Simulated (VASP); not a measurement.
# AlNi in VASP: a series of runs

AlNi is run at these levels: r2SCAN; tasks: single point.

All numbers are computed with VASP 6.6.1; they aren't measurements. Logs are shortened: lines on timing, memory, paths and dates and some standing lists are left out, and cuts for length are marked.

## 1. The cell of the first run

The structure is orthorhombic, space group Cmmm (No. 65). Conventional cell: a = 3.877 Å, b = 3.906 Å, c = 3.099 Å, α = 90.00°, β = 90.00°, γ = 90.00°. Within 3.3 Å of Al (site symmetry mmm) lie 8 Ni at 2.48 to 2.49 Å and 6 Al at 2.75 to 3.10 Å. Within 3.3 Å of Ni (site symmetry mmm) lie 8 Al at 2.48 to 2.49 Å and 6 Ni at 2.75 to 3.10 Å.

## 2. Single point, r2SCAN

File POSCAR:

```
AlNi
1.0
    1.9386940000     -1.9531901500      0.0000000000
    1.9386940000      1.9531901500      0.0000000000
    0.0000000000      0.0000000000      3.0994300413
Al Ni
1 1
Direct
    0.0000000000      0.0000000000      0.0000000000
    0.5000000000      0.5000000000      0.5000000000
```

File INCAR.step1:

```
PREC = Accurate ; ENCUT = 520
ISMEAR = 0 ; SIGMA = 0.1
LREAL = False ; LASPH = True
NELM = 60 ; NBANDS = 14
GGA = PE ; ALGO = Normal
EDIFF = 1E-4 ; LWAVE = True
LCHARG = False
```

File INCAR.step2:

```
PREC = Accurate ; ENCUT = 520
EDIFF = 1E-6 ; ISMEAR = 0
SIGMA = 0.1 ; LREAL = False
LASPH = True ; NELM = 60
ALGO = Normal ; ISIF = 2
LWAVE = False ; LCHARG = True
METAGGA = R2SCAN ; LMIXTAU = True
LELF = True ; LVHAR = True
NBANDS = 14 ; ISTART = 1
```

File KPOINTS:

```
Automatic mesh
0
Gamma
  8 8 8
```

Potentials or basis: VASP PAW PBE potentials, release 64 (Al, Ni).

Launch:

```bash
$ cat potpaw_PBE.64/Al/POTCAR potpaw_PBE.64/Ni/POTCAR > POTCAR
$ cp INCAR.step1 INCAR
$ mpirun -np 1 vasp_std > vasp.out
$ cp INCAR.step2 INCAR
$ mpirun -np 1 vasp_std > vasp.out
```

OUTCAR:

```text
PREC = Accurate
   ENCUT = 520
   EDIFF = 1E-6
   ISMEAR = 0
   LREAL = False
   LASPH = True
   NELM = 60
   ISIF = 2
   METAGGA = R2SCAN
   ISTART = 1

 ion  position               nearest neighbor table
   1  0.000  0.000  0.000-   2 2.48   2 2.48   2 2.48   2 2.48   2 2.49   2 2.49   2 2.49   2 2.49

   2  0.500  0.500  0.500-   1 2.48   1 2.48   1 2.48   1 2.48   1 2.49   1 2.49   1 2.49   1 2.49

  LATTYP: Found a base centered orthorhombic cell.
 ALAT       =     3.8773880000
 B/A-ratio  =     1.0074772759
 C/A-ratio  =     0.7993603017

  Lattice vectors:

 A1 = (   1.9386940000,  -1.9531901500,   0.0000000000)
 A2 = (   1.9386940000,   1.9531901500,   0.0000000000)
 A3 = (   0.0000000000,   0.0000000000,   3.0994300413)

Analysis of symmetry for initial positions (statically):
=====================================================================
 Subroutine PRICEL returns:
 Original cell was already a primitive cell.

 Routine SETGRP: Setting up the symmetry group for a
 base centered orthorhombic supercell.

 Subroutine GETGRP returns: Found  8 space group operations
 (whereof  8 operations were pure point group operations)
 out of a pool of  8 trial point group operations.

The static configuration has the point symmetry D_2h.

Analysis of symmetry for dynamics (positions and initial velocities):
=====================================================================
 Subroutine PRICEL returns:
 Original cell was already a primitive cell.

 Routine SETGRP: Setting up the symmetry group for a
 base centered orthorhombic supercell.

 Subroutine GETGRP returns: Found  8 space group operations
 (whereof  8 operations were pure point group operations)
 out of a pool of  8 trial point group operations.

The dynamic configuration has the point symmetry D_2h.

 Subroutine INISYM returns: Found  8 space group operations
 (whereof  8 operations are pure point group operations),
 and found     1 'primitive' translations

----------------------------------------------------------------------------------------

                                     Primitive cell

  volume of cell :      23.4728

  direct lattice vectors                    reciprocal lattice vectors
     1.938694000 -1.953190150  0.000000000     0.257905580 -0.255991461  0.000000000
     1.938694000  1.953190150  0.000000000     0.257905580  0.255991461  0.000000000
     0.000000000  0.000000000  3.099430041     0.000000000  0.000000000  0.322639965

  length of vectors
     2.751996764  2.751996764  3.099430041     0.363382603  0.363382603  0.322639965

[... 86 lines left out ...]
   ISIF   =      2    stress and relaxation
   ISYM   =      2    0-nonsym 1-usesym 2-fastsym
   POTIM  = 0.5000    time-step for ionic-motion
   TEBEG  =    0.0;   TEEND  =   0.0 temperature during run
   PSTRESS=    0.0 pullay stress
   NELECT =      13.0000    total number of electrons
   NUPDOWN=      -1.0000    fix difference up-down
   EMIN   =  10.00;   EMAX   =-10.00  energy-range for DOS
   EFERMI =   0.00;   METHOD = LEGACY
   ISMEAR =     0;   SIGMA  =   0.10  broadening in eV -4-tet -1-fermi 0-gaus
   EFERMI_NEDOS =   21; number of points for ismear=-14 and -15
   IALGO  =     38    algorithm
   IMIX   =      4    mixing-type and parameters
     AMIX     =   0.40;   BMIX     =  1.00
     AMIX_MAG =   1.60;   BMIX_MAG =  1.00
  volume/ion in A,a.u.               =      11.74        79.20
  Fermi-wavevector in a.u.,A,eV,Ry     =   1.344417  2.540580 24.591955  1.807458
  Thomas-Fermi vector in A             =   2.472413
   LORBIT       =      0    0 simple, 1 ext, 2 COOP (PROOUT), +10 PAW based schemes
   METAGGA = R2SCAN    functional components
   LHFCALC =     F    Hartree Fock is set to
   AEXX    =    0.0000 exact exchange contribution
   IVDW    =     0    specifies the selected vdW correction
   LEPSILON=     F    determine dielectric tensor
   LRPA    =     F    only Hartree local field effects (RPA)
 non-spin polarized calculation
 Gauss-broadening in eV      SIGMA  =   0.10
  energy-cutoff  :      520.00
  volume of cell :       23.47
 maximum number of plane-waves:       646
   NGX = 11   NGY = 11   NGZ = 11

 number of electron      13.0000022 magnetization

 Free energy of the ion-electron system (eV)
  ---------------------------------------------------
  ext. energy  EPLUGINS =         0.00000000
  ---------------------------------------------------
  free energy    TOTEN  =       -20.01525286 eV

  energy without entropy =      -20.00930338  energy(sigma->0) =      -20.01227812

 E-fermi :  10.1925     XC(G=0): -13.1125

 val. band max:       10.1837119700   @ k =  -0.3750   0.3750   0.5000
 cond. band min:      10.2071011707   @ k =   0.3750   0.3750   0.5000
 fundamental gap:      0.0233892006
 Fermi energy:        10.1924760294

 k-point     1 :       0.0000    0.0000    0.0000
  band No.  band energies     occupation
      1      -1.7339      2.00000
      2       6.5578      2.00000
      3       6.7548      2.00000
      4       8.4086      2.00000
      5       8.4279      2.00000
      6       8.6641      2.00000
      7      13.2878      0.00000
      8      17.5423      0.00000
      9      17.6743      0.00000
     10      17.7189      0.00000
     11      19.1117      0.00000
     12      26.0406      0.00000
     13      31.6195      0.00000
     14      31.6334      0.00000
[... 377 lines left out ...]
      1      -0.1773      2.00000
      2       6.5789      2.00000
      3       6.8190      2.00000
      4       7.6741      2.00000
      5       8.2796      2.00000
      6       8.4179      2.00000
      7      11.7691      0.00000
      8      13.3832      0.00000
      9      19.4853      0.00000
     10      19.6300      0.00000
     11      22.8059      0.00000
     12      23.9937      0.00000
     13      28.8390      0.00000
     14      30.3388      0.00000

 [... further k-points ...]
[... 5 lines left out ...]
  --------------------------------------------------------------------------------------
  -------------------------------------------------------------------------------------
  Total        0.5017959      0.2492842     -0.5382384     -0.0000000      0.0000000      0.0000000
  in kB       34.2509036     17.0153056    -36.7383500     -0.0000000      0.0000000      0.0000000
  external PRESSURE =       4.8426197 kB  Pullay stress =       0.0000000 kB

 VOLUME and BASIS-vectors are now :
 -----------------------------------------------------------------------------
  energy-cutoff  :      520.00
  volume of cell :       23.47
      direct lattice vectors                 reciprocal lattice vectors
     1.938694000 -1.953190150  0.000000000     0.257905580 -0.255991461  0.000000000
     1.938694000  1.953190150  0.000000000     0.257905580  0.255991461  0.000000000
     0.000000000  0.000000000  3.099430041     0.000000000  0.000000000  0.322639965

 POSITION                                       TOTAL-FORCE (eV/Angst)
 -----------------------------------------------------------------------------------
      0.00000      0.00000      0.00000         0.000000      0.000000      0.000000
      1.93869      0.00000      1.54972        -0.000000     -0.000000      0.000000
 -----------------------------------------------------------------------------------
    total drift:                                0.000000      0.000000      0.000000

  FREE ENERGIE OF THE ION-ELECTRON SYSTEM (eV)
  ---------------------------------------------------
  free  energy   TOTEN  =       -20.0152528632 eV

  energy  without entropy=      -20.0093033761  energy(sigma->0) =      -20.01227812
```

Run time: 73 s. Hardware: 1 thread of Intel Xeon 6975P-C (Granite Rapids), shared host; peak memory 0.16 GiB.

Results:

* Free energy: -20.0153 eV
* Pressure: 0.5 GPa
* Band gap on the k mesh: zero (an odd number of electrons rules out a gap without spin polarisation)

Stress tensor (GPa, compression positive):
```
 3.43  0.00  0.00
 0.00  1.70  0.00
 0.00  0.00 -3.67
```

Levels at points of the mesh, in eV from the Fermi level:
```tsv
k point	band 3	band 4	band 5	band 6	band 7	band 8	band 9	band 10	band 11	band 12
(0.00, 0.00, 0.00)	-3.44	-1.78	-1.76	-1.53	3.10	7.35	7.48	7.53	8.92	15.85
(0.50, 0.00, 0.00)	-2.95	-2.92	-2.26	-1.65	-0.41	8.14	8.24	9.91	12.22	13.53
(0.50, 0.50, 0.00)	-2.67	-2.61	-2.60	-2.54	-0.91	2.28	3.48	11.61	14.24	14.28
(0.00, 0.00, 0.50)	-3.10	-2.23	-2.21	-1.49	-1.35	8.73	11.77	11.81	12.22	12.23
(0.50, 0.00, 0.50)	-3.72	-3.15	-2.19	-2.04	-1.33	1.36	2.34	14.65	16.27	17.14
(0.50, 0.50, 0.50)	-4.39	-1.30	-0.90	1.81	2.08	2.21	4.17	4.27	4.65	5.49
```

Caveat: the stress differs along the axes, from -4 to 3 GPa; the PAW data sets were made with another functional, which shifts forces and pressure a little. Spin polarisation is off, so any magnetic state and its effect on volume and gap are missing.

## 3. Single point, r2SCAN

This run uses another cell than the first one, of 12.03 Å³/atom.

File POSCAR:

```
AlNi
1.0
    1.9200181183     -1.9425589801     -0.0037790393
    1.9512319427      1.9735411424      0.0255001712
    0.0173630105      0.0232309344      3.1752880394
Al Ni
1 1
Direct
   -0.0042343019      0.0203536993     -0.0081235684
    0.5000516049      0.4946897599      0.4962920952
```

File INCAR.step1:

```
SYSTEM = AlNi
PREC     = Accurate       ! precision mode
ENCUT    = 520            ! plane-wave cutoff, eV
ISMEAR   = 0              ! smearing method
SIGMA    = 0.1            ! smearing width, eV
LREAL    = .False.        ! projectors in reciprocal space
LASPH    = .True.         ! aspherical terms in the spheres
NELM     = 60             ! most SCF steps
NBANDS   = 14             ! bands
GGA      = PE             ! functional
ALGO     = Normal         ! electronic algorithm
EDIFF    = 1E-4           ! SCF threshold, eV
LWAVE    = .True.         ! write WAVECAR
LCHARG   = .False.        ! write CHGCAR
```

File INCAR.step2:

```
SYSTEM = AlNi
PREC     = Accurate       ! precision mode
ENCUT    = 520            ! plane-wave cutoff, eV
EDIFF    = 1E-6           ! SCF threshold, eV
ISMEAR   = 0              ! smearing method
SIGMA    = 0.1            ! smearing width, eV
LREAL    = .False.        ! projectors in reciprocal space
LASPH    = .True.         ! aspherical terms in the spheres
NELM     = 60             ! most SCF steps
ALGO     = Normal         ! electronic algorithm
ISIF     = 2              ! what is computed and relaxed
LWAVE    = .False.        ! write WAVECAR
LCHARG   = .False.        ! write CHGCAR
METAGGA  = R2SCAN         ! meta-GGA
LMIXTAU  = .True.       
NBANDS   = 14             ! bands
ISTART   = 1
```

File KPOINTS:

```
regular mesh
0
Gamma
  6 6 6
  0 0 0
```

Potentials or basis: VASP PAW PBE potentials, release 64 (Al, Ni).

Launch:

```bash
$ cat potpaw_PBE.64/Al/POTCAR potpaw_PBE.64/Ni/POTCAR > POTCAR
$ cp INCAR.step1 INCAR
$ mpirun -np 1 vasp_std > vasp.out
$ cp INCAR.step2 INCAR
$ mpirun -np 1 vasp_std > vasp.out
```

OUTCAR:

```text
SYSTEM = AlNi
   PREC = Accurate
   ENCUT = 520
   EDIFF = 1E-6
   ISMEAR = 0
   LREAL = .False.
   LASPH = .True.
   NELM = 60
   ISIF = 2
   METAGGA = R2SCAN
   ISTART = 1

 ion  position               nearest neighbor table
   1  0.996  0.020  0.992-   2 2.45   2 2.45   2 2.49   2 2.50   2 2.53   2 2.54   2 2.56   2 2.58

   2  0.500  0.495  0.496-   1 2.45   1 2.45   1 2.49   1 2.50   1 2.53   1 2.54   1 2.56   1 2.58

  LATTYP: Found a triclinic cell.
 ALAT       =     6.3109597888
 B/A-ratio  =     0.9663547015
 C/A-ratio  =     1.3956002506
 COS(alpha) =     0.0000535922
 COS(beta)  =     0.6296017415
 COS(gamma) =     0.7737014820

  Lattice vectors:

 A1 = (  -3.8573992471,   3.8618870258,  -3.1677299608)
 A2 = (  -5.7912681793,   1.9115768178,  -0.0179420926)
 A3 = (   1.9477197461,   5.8431793961,  -6.2957966971)

Analysis of symmetry for initial positions (statically):
=====================================================================
 Subroutine PRICEL returns:
 Original cell was already a primitive cell.

 Routine SETGRP: Setting up the symmetry group for a
 triclinic supercell.

 Subroutine GETGRP returns: Found  1 space group operations
[... 173 lines left out ...]
  band No.  band energies     occupation
      1      -1.8815      2.00000
      2       6.3359      2.00000
      3       6.5781      2.00000
      4       8.1296      2.00000
      5       8.1913      2.00000
      6       8.4495      2.00000
      7      12.4062      0.00000
      8      16.7841      0.00000
      9      17.2594      0.00000
     10      17.8908      0.00000
     11      18.8144      0.00000
     12      25.4236      0.00000
     13      30.5638      0.00000
     14      31.1407      0.00000
[... 377 lines left out ...]
      1       3.3556      2.00000
      2       3.4593      2.00000
      3       6.9330      2.00000
      4       7.0777      2.00000
      5       7.7082      2.00000
      6       8.1797      2.00000
      7       9.5224      2.00000
      8      15.1005      0.00000
      9      15.4305      0.00000
     10      21.9152      0.00000
     11      22.6438      0.00000
     12      23.4068      0.00000
     13      26.4790      0.00000
     14      26.7741      0.00000

 [... further k-points ...]
[... 5 lines left out ...]
  --------------------------------------------------------------------------------------
  -------------------------------------------------------------------------------------
  Total        0.0502057     -0.3157832     -1.2146777     -0.3001350     -0.2699436     -0.2130132
  in kB        3.3424872    -21.0235488    -80.8682395    -19.9817536    -17.9717352    -14.1815429
  external PRESSURE =     -32.8497670 kB  Pullay stress =       0.0000000 kB

 VOLUME and BASIS-vectors are now :
 -----------------------------------------------------------------------------
  energy-cutoff  :      520.00
  volume of cell :       24.07
      direct lattice vectors                 reciprocal lattice vectors
     1.920018118 -1.942558980 -0.003779039     0.260372202 -0.257434856  0.000459677
     1.951231943  1.973541142  0.025500171     0.256305261  0.253337505 -0.003254980
     0.017363011  0.023230934  3.175288039    -0.001748462 -0.002340892  0.314958746

 POSITION                                       TOTAL-FORCE (eV/Angst)
 -----------------------------------------------------------------------------------
      1.96882     -1.87112      3.14625        -0.234443     -0.307317      0.120423
      1.93398      0.01644      1.58660         0.234443      0.307317     -0.120423
 -----------------------------------------------------------------------------------
    total drift:                                0.001678     -0.000521     -0.003177

  FREE ENERGIE OF THE ION-ELECTRON SYSTEM (eV)
  ---------------------------------------------------
  free  energy   TOTEN  =       -19.9890401475 eV

  energy  without entropy=      -19.9850310796  energy(sigma->0) =      -19.98703561
```

Run time: 99 s. Hardware: 1 thread of Intel Xeon 6975P-C (Granite Rapids), shared host; peak memory 0.16 GiB.

What came out:

```
Free energy            : -19.9890 eV
Pressure               : -3.3 GPa
Largest force          : 0.405 eV/Å
Band gap on the k mesh : zero (an odd number of electrons rules out a gap without spin polarisation)
```

Forces on the atoms (eV/Å):
```
Al  -0.234 -0.307  0.120
Ni   0.234  0.307 -0.120
```

Stress tensor (GPa, compression positive):
```
 0.33 -2.00 -1.42
-2.00 -2.10 -1.80
-1.42 -1.80 -8.09
```

Levels at points of the mesh, in eV from the Fermi level:
```
           k point  band 4  band 5  band 6  band 7  band 8  band 9  band 10  band 11
(0.00, 0.00, 0.00)   -1.75   -1.69   -1.43    2.53    6.90    7.38     8.01     8.93
(0.50, 0.00, 0.00)   -2.83   -2.19   -1.61   -0.28    7.66    8.12     9.47    12.13
(0.00, 0.50, 0.00)   -2.86   -2.10   -1.57   -0.41    7.45    8.09     9.27    12.64
(0.50, 0.50, 0.00)   -2.57   -2.51   -2.32   -0.83    2.34    3.47    11.02    13.64
(0.00, 0.00, 0.50)   -2.16   -2.06   -1.43   -1.40    8.71   11.60    11.72    12.20
(0.50, 0.00, 0.50)   -2.98   -2.11   -1.95   -1.34    1.41    2.21    14.33    15.77
(0.00, 0.50, 0.50)   -3.10   -2.04   -1.90   -1.37    1.21    2.08    14.79    16.35
(0.50, 0.50, 0.50)   -1.30   -0.82    1.75    2.12    2.30    3.88     4.04     4.57
```

Caveat: the k points lie up to 0.38 Å⁻¹ apart, too coarse for converged energies and pressures of a metal; the PAW data sets were made with another functional, which shifts forces and pressure a little.

The gap in the log of VASP goes by the Fermi energy; the results here count the filled bands.